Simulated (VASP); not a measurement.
# Hf (I4_1/amd) in VASP: a series of runs

Runs on Hf. Level: PBE. Tasks: single point.

Everything below comes from runs of VASP 6.6.1. Logs are shortened: lines on timing, memory, paths and dates and some standing lists are left out, and cuts for length are marked.

### Step 1. The cell of the first run

Symmetry: I4_1/amd, No. 141, tetragonal system. Conventional cell: a = 5.568 Å, b = 5.568 Å, c = 3.009 Å, α = 90.00°, β = 90.00°, γ = 90.00°. Within 3.8 Å of Hf (site symmetry -4m2) lie 10 Hf at 2.88 to 3.58 Å.

### Step 2. Single point, PBE

INCAR

```
SYSTEM = Hf
ALGO     = Fast           ! electronic algorithm
EDIFF    = 1E-7           ! SCF threshold, eV
ENCUT    = 520            ! plane-wave cutoff, eV
GGA      = PE             ! functional
ISIF     = 2              ! what is computed and relaxed
ISMEAR   = 0              ! smearing method
LASPH    = .TRUE.         ! aspherical terms in the spheres
LCHARG   = .FALSE.        ! write CHGCAR
LREAL    = .FALSE.        ! projectors in reciprocal space
LWAVE    = .FALSE.        ! write WAVECAR
NBANDS   = 17             ! bands
NELM     = 60             ! most SCF steps
PREC     = Accurate       ! precision mode
SIGMA    = 0.1            ! smearing width, eV
```

KPOINTS

```
k-points
0
G
  20 20 20
  0 0 0
```

POSCAR

```
Hf
1.0
   -2.7840863536      2.7840863536      1.5045398497
    2.7840863536     -2.7840863536      1.5045398497
    2.7840863536      2.7840863536     -1.5045398497
Hf
2
Direct
    0.0000000000      0.0000000000      0.0000000000
    0.7500000000      0.2500000000      0.5000000000
```

Potentials or basis: VASP PAW PBE potentials, release 64 (Hf_pv).

Run with:

```console
cat potpaw_PBE.64/Hf_pv/POTCAR > POTCAR
mpirun -np 1 vasp_std > vasp.out
```

OUTCAR:

```text
SYSTEM = Hf
   EDIFF = 1E-7
   ENCUT = 520
   GGA = PE
   ISIF = 2
   ISMEAR = 0
   LASPH = .TRUE.
   LREAL = .FALSE.
   NELM = 60
   PREC = Accurate

 ion  position               nearest neighbor table
   1  0.000  0.000  0.000-   2 2.88   2 2.88   2 2.88   2 2.88   2 3.58   2 3.58   2 3.58   2 3.58

   2  0.750  0.250  0.500-   1 2.88   1 2.88   1 2.88   1 2.88   1 3.58   1 3.58   1 3.58   1 3.58

  LATTYP: Found a body centered tetragonal cell.
 ALAT       =     5.5681727072
 C/A-ratio  =     0.5404070343

  Lattice vectors:

 A1 = (  -2.7840863536,   2.7840863536,   1.5045398497)
 A2 = (   2.7840863536,  -2.7840863536,   1.5045398497)
 A3 = (   2.7840863536,   2.7840863536,  -1.5045398497)

Analysis of symmetry for initial positions (statically):
=====================================================================
 Subroutine PRICEL returns:
 Original cell was already a primitive cell.

 Routine SETGRP: Setting up the symmetry group for a
 body centered tetragonal supercell.

 Subroutine GETGRP returns: Found 16 space group operations
 (whereof  8 operations were pure point group operations)
 out of a pool of 16 trial point group operations.

The static configuration has the point symmetry D_2d.
 The point group associated with its full space group is D_4h.

Analysis of symmetry for dynamics (positions and initial velocities):
=====================================================================
 Subroutine PRICEL returns:
 Original cell was already a primitive cell.

 Routine SETGRP: Setting up the symmetry group for a
 body centered tetragonal supercell.

 Subroutine GETGRP returns: Found 16 space group operations
 (whereof  8 operations were pure point group operations)
 out of a pool of 16 trial point group operations.

The dynamic configuration has the point symmetry D_2d.
 The point group associated with its full space group is D_4h.

 Subroutine INISYM returns: Found 16 space group operations
 (whereof  8 operations are pure point group operations),
 and found     1 'primitive' translations

----------------------------------------------------------------------------------------

                                     Primitive cell

  volume of cell :      46.6476

  direct lattice vectors                    reciprocal lattice vectors
    -2.784086354  2.784086354  1.504539850     0.000000000  0.179592131  0.332327522
     2.784086354 -2.784086354  1.504539850     0.179592131  0.000000000  0.332327522
     2.784086354  2.784086354 -1.504539850     0.179592131  0.179592131  0.000000000

  length of vectors
     4.214963085  4.214963085  4.214963085     0.377749805  0.377749805  0.253981627

  position of ions in fractional coordinates (direct lattice)
     0.000000000  0.000000000  0.000000000
     0.750000000  0.250000000  0.500000000

  ion indices of the primitive-cell ions
   primitive index   ion index
                 1           1
                 2           2

----------------------------------------------------------------------------------------

 KPOINTS: k-points

Automatic generation of k-mesh.
 Grid dimensions read from file:
 generate k-points for:   20   20   20

 Generating k-lattice:

  Cartesian coordinates                     Fractional coordinates (reciprocal lattice)
     0.000000000  0.008979607  0.016616376     0.050000000  0.000000000 -0.000000000
     0.008979607  0.000000000  0.016616376     0.000000000  0.050000000 -0.000000000
     0.008979607  0.008979607  0.000000000     0.000000000  0.000000000  0.050000000

  Length of vectors
     0.018887490  0.018887490  0.012699081

  Shift w.r.t. Gamma in fractional coordinates (k-lattice)
     0.000000000  0.000000000  0.000000000

 Subroutine IBZKPT returns following result:
 ===========================================

 Found    641 irreducible k-points:

 Following reciprocal coordinates:
            Coordinates               Weight
  0.000000  0.000000  0.000000      1.000000
  0.050000 -0.000000  0.000000      8.000000
  0.100000 -0.000000  0.000000      8.000000
  0.150000 -0.000000  0.000000      8.000000
  0.200000 -0.000000  0.000000      8.000000
  0.250000  0.000000  0.000000      8.000000
[... 16 lines left out ...]
 -0.400000  0.050000  0.000000     16.000000
 -0.350000  0.050000  0.000000     16.000000
 [... further k-points ...]
   k-points           NKPTS =    641   k-points in BZ     NKDIM =    641   number of bands    NBANDS=     17
   number of dos      NEDOS =    301   number of ions     NIONS =      2
   total plane-waves  NPLWV =  32768
   dimension x,y,z NGX =    32 NGY =   32 NGZ =   32
   dimension x,y,z NGXF=    64 NGYF=   64 NGZF=   64
   ions per type =               2
   NGX,Y,Z   is equivalent  to a cutoff of  12.62, 12.62, 12.62 a.u.
   NGXF,Y,Z  is equivalent  to a cutoff of  25.24, 25.24, 25.24 a.u.
 SYSTEM =  Hf
   PREC   = accura    normal or accurate (medium, high low for compatibility)
   ISTART =      0    job   : 0-new  1-cont  2-samecut
   ICHARG =      2    charge: 1-file 2-atom 10-const
   ISPIN  =      1    spin polarized calculation?
   LNONCOLLINEAR =      F non collinear calculations
   LSORBIT =      F    spin-orbit coupling
   LASPH  =      T    aspherical Exc in radial PAW
   ENCUT  =  520.0 eV  38.22 Ry    6.18 a.u.   7.84  7.84  7.84*2*pi/ulx,y,z
   NELM   =     60;   NELMIN=  2; NELMDL= -5     # of ELM steps
   EDIFF  = 0.1E-06   stopping-criterion for ELM
   LREAL  =      F    real-space projection
   EDIFFG = 0.1E-05   stopping-criterion for IOM
   NSW    =      0    number of steps for IOM
   IBRION =     -1    ionic relax: 0-MD 1-quasi-New 2-CG
   NFREE  =      0    steps in history (QN), initial steepest desc. (CG)
   ISIF   =      2    stress and relaxation
   ISYM   =      2    0-nonsym 1-usesym 2-fastsym
   POTIM  = 0.5000    time-step for ionic-motion
   TEBEG  =    0.0;   TEEND  =   0.0 temperature during run
   PSTRESS=    0.0 pullay stress
   NELECT =      20.0000    total number of electrons
   NUPDOWN=      -1.0000    fix difference up-down
   EMIN   =  10.00;   EMAX   =-10.00  energy-range for DOS
   EFERMI =   0.00;   METHOD = LEGACY
   ISMEAR =     0;   SIGMA  =   0.10  broadening in eV -4-tet -1-fermi 0-gaus
   EFERMI_NEDOS =   21; number of points for ismear=-14 and -15
   IALGO  =     68    algorithm
   IMIX   =      4    mixing-type and parameters
     AMIX     =   0.40;   BMIX     =  1.00
     AMIX_MAG =   1.60;   BMIX_MAG =  1.00
  volume/ion in A,a.u.               =      23.32       157.40
  Fermi-wavevector in a.u.,A,eV,Ry     =   1.234455  2.332781 20.733622  1.523878
  Thomas-Fermi vector in A             =   2.369144
   LORBIT       =      0    0 simple, 1 ext, 2 COOP (PROOUT), +10 PAW based schemes
   GGA     = PE    functional components
   LHFCALC =     F    Hartree Fock is set to
   AEXX    =    0.0000 exact exchange contribution
   IVDW    =     0    specifies the selected vdW correction
   LEPSILON=     F    determine dielectric tensor
   LRPA    =     F    only Hartree local field effects (RPA)
 non-spin polarized calculation
 RMM-DIIS sequential band-by-band and
 Gauss-broadening in eV      SIGMA  =   0.10
  energy-cutoff  :      520.00
  volume of cell :       46.65
 maximum number of plane-waves:      1277
   NGX = 15   NGY = 15   NGZ = 15

 number of electron      20.0000002 magnetization

 Free energy of the ion-electron system (eV)
  ---------------------------------------------------
  ext. energy  EPLUGINS =         0.00000000
  ---------------------------------------------------
  free energy    TOTEN  =       -18.53537040 eV

  energy without entropy =      -18.52349128  energy(sigma->0) =      -18.52943084

 E-fermi :   4.1993     XC(G=0): -11.0491

 val. band max:        4.1990802053   @ k =   0.5000   0.5000   0.4000
 cond. band min:       4.2003721785   @ k =  -0.3500   0.3500   0.1000
 fundamental gap:      0.0012919732
 Fermi energy:         4.1992798744

 k-point     1 :       0.0000    0.0000    0.0000
  band No.  band energies     occupation
      1     -26.5660      2.00000
      2     -26.5660      2.00000
      3     -25.7279      2.00000
      4     -25.7267      2.00000
      5     -25.7267      2.00000
      6     -25.7159      2.00000
[... 9 lines left out ...]
     16       9.5141      0.00000
     17       9.5141      0.00000

 k-point     2 :       0.0500   -0.0000    0.0000
  band No.  band energies     occupation
      1     -26.5644      2.00000
      2     -26.5584      2.00000
      3     -25.7566      2.00000
      4     -25.7344      2.00000
      5     -25.7255      2.00000
      6     -25.7195      2.00000
[... 9 lines left out ...]
     16       9.7674      0.00000
     17       9.8611      0.00000

 k-point     3 :       0.1000   -0.0000    0.0000
  band No.  band energies     occupation
      1     -26.5599      2.00000
      2     -26.5366      2.00000
      3     -25.8116      2.00000
      4     -25.7864      2.00000
      5     -25.7276      2.00000
      6     -25.7217      2.00000
[... 9 lines left out ...]
     16      10.4205      0.00000
     17      10.6926      0.00000

 k-point     4 :       0.1500   -0.0000    0.0000
  band No.  band energies     occupation
      1     -26.5528      2.00000
      2     -26.5030      2.00000
      3     -25.8929      2.00000
      4     -25.8627      2.00000
      5     -25.7470      2.00000
      6     -25.7160      2.00000
[... 9 lines left out ...]
     16      10.6196      0.00000
     17      10.9694      0.00000
[... 343 lines left out ...]
      1     -26.5139      2.00000
      2     -26.4492      2.00000
      3     -26.3677      2.00000
      4     -26.0701      2.00000
      5     -25.9678      2.00000
      6     -25.6819      2.00000
[... 9 lines left out ...]
     16       9.0819      0.00000
     17      10.3160      0.00000

 k-point    23 :      -0.4000    0.0500    0.0000
  band No.  band energies     occupation
      1     -26.5178      2.00000
      2     -26.4008      2.00000
      3     -26.3091      2.00000
      4     -26.0916      2.00000
      5     -25.9299      2.00000
      6     -25.6866      2.00000
[... 9 lines left out ...]
     16       8.8519      0.00000
     17      10.3014      0.00000

 k-point    24 :      -0.3500    0.0500    0.0000
  band No.  band energies     occupation
      1     -26.5263      2.00000
      2     -26.3710      2.00000
      3     -26.2276      2.00000
      4     -26.0827      2.00000
      5     -25.8868      2.00000
      6     -25.6931      2.00000
[... 9 lines left out ...]
     16       9.3138      0.00000
     17      10.6101      0.00000

 [... further k-points ...]
[... 5 lines left out ...]
  --------------------------------------------------------------------------------------
  -------------------------------------------------------------------------------------
  Total       -0.1078869     -0.1078869     -0.1072813      0.0000000      0.0000000     -0.0000000
  in kB       -3.7055277     -3.7055277     -3.6847298      0.0000000      0.0000000     -0.0000000
  external PRESSURE =      -3.6985951 kB  Pullay stress =       0.0000000 kB

 VOLUME and BASIS-vectors are now :
 -----------------------------------------------------------------------------
  energy-cutoff  :      520.00
  volume of cell :       46.65
      direct lattice vectors                 reciprocal lattice vectors
    -2.784086354  2.784086354  1.504539850     0.000000000  0.179592131  0.332327522
     2.784086354 -2.784086354  1.504539850     0.179592131  0.000000000  0.332327522
     2.784086354  2.784086354 -1.504539850     0.179592131  0.179592131  0.000000000

 POSITION                                       TOTAL-FORCE (eV/Angst)
 -----------------------------------------------------------------------------------
      0.00000      0.00000      0.00000        -0.000000      0.000000      0.000000
     -0.00000      2.78409      0.75227         0.000000     -0.000000     -0.000000
 -----------------------------------------------------------------------------------
    total drift:                                0.000000     -0.000000      0.000000

  FREE ENERGIE OF THE ION-ELECTRON SYSTEM (eV)
  ---------------------------------------------------
  free  energy   TOTEN  =       -18.5353703985 eV

  energy  without entropy=      -18.5234912811  energy(sigma->0) =      -18.52943084
```

Wall time 6.2 min (1 thread of Intel Xeon 6975P-C, shared host); peak memory 0.52 GiB.

Results:

* Free energy: -18.5354 eV
* Pressure: -0.4 GPa
* Band gap on the k mesh: zero (band 10 reaches 4.85 eV, above the bottom of band 11 at 3.67 eV)

Caveat: spin-orbit coupling is left out, which moves the levels of the heavy elements.

### Step 3. Single point, PBE

This run uses another cell than the first one, of 22.85 Å³/atom, 0.980 times its volume.

INCAR

```
SYSTEM = Hf
PREC = Accurate ; ENCUT = 500
EDIFF = 1E-6 ; ISMEAR = 0
SIGMA = 0.1 ; LREAL = .FALSE.
LASPH = .TRUE. ; NELM = 120
ALGO = Normal ; ISIF = 2
LWAVE = .FALSE. ; LCHARG = .TRUE.
GGA = PE ; LELF = .TRUE.
LVHAR = .TRUE. ; NBANDS = 17
GGA_COMPAT = .FALSE.
```

KPOINTS

```
Automatic mesh
0
G
  6 6 6
  0 0 0
```

POSCAR

```
Hf
1.0
   -2.7566158009      2.7566158009      1.5037848050
    2.7566158009     -2.7566158009      1.5037848050
    2.7566158009      2.7566158009     -1.5037848050
Hf
2
Direct
    0.0000000000      0.0000000000      0.0000000000
    0.7500000000      0.2500000000      0.5000000000
```

Potentials or basis: VASP PAW PBE potentials, release 64 (Hf_pv).

Run with:

```console
cat potpaw_PBE.64/Hf_pv/POTCAR > POTCAR
mpirun -np 1 vasp_std > vasp.out
```

Run time: 23 s. Hardware: 1 thread of Intel Xeon 6975P-C (Granite Rapids), shared host; peak memory 0.17 GiB.

It converged, with:

| Quantity | Value |
| --- | --- |
| Free energy | -18.5167 eV |
| Pressure | 1.8 GPa |
| Band gap on the k mesh | zero (band 10 reaches 4.56 eV, above the bottom of band 11 at 3.84 eV) |

Stress tensor (GPa, compression positive):
```
2.13 0.00 0.00
0.00 2.13 0.00
0.00 0.00 1.00
```

Levels at points of the mesh, in eV from the Fermi level:
| k point | band 7 | band 8 | band 9 | band 10 | band 11 | band 12 | band 13 | band 14 |
| --- | --- | --- | --- | --- | --- | --- | --- | --- |
| (0.00, 0.00, 0.00) | -6.83 | -3.00 | -1.06 | -1.00 | 0.26 | 3.84 | 3.84 | 3.92 |
| (0.50, 0.00, 0.00) | -2.91 | -2.27 | -1.04 | -0.28 | 0.66 | 1.81 | 1.81 | 3.79 |
| (0.50, 0.50, 0.00) | -3.75 | -3.75 | -0.49 | -0.49 | 0.87 | 0.87 | 2.25 | 2.25 |
| (0.50, 0.50, 0.50) | -3.28 | -3.28 | 0.17 | 0.17 | 0.19 | 0.19 | 3.31 | 3.31 |

Caveat: the k points lie up to 0.40 Å⁻¹ apart; spin-orbit coupling is left out, which moves the levels of the heavy elements.
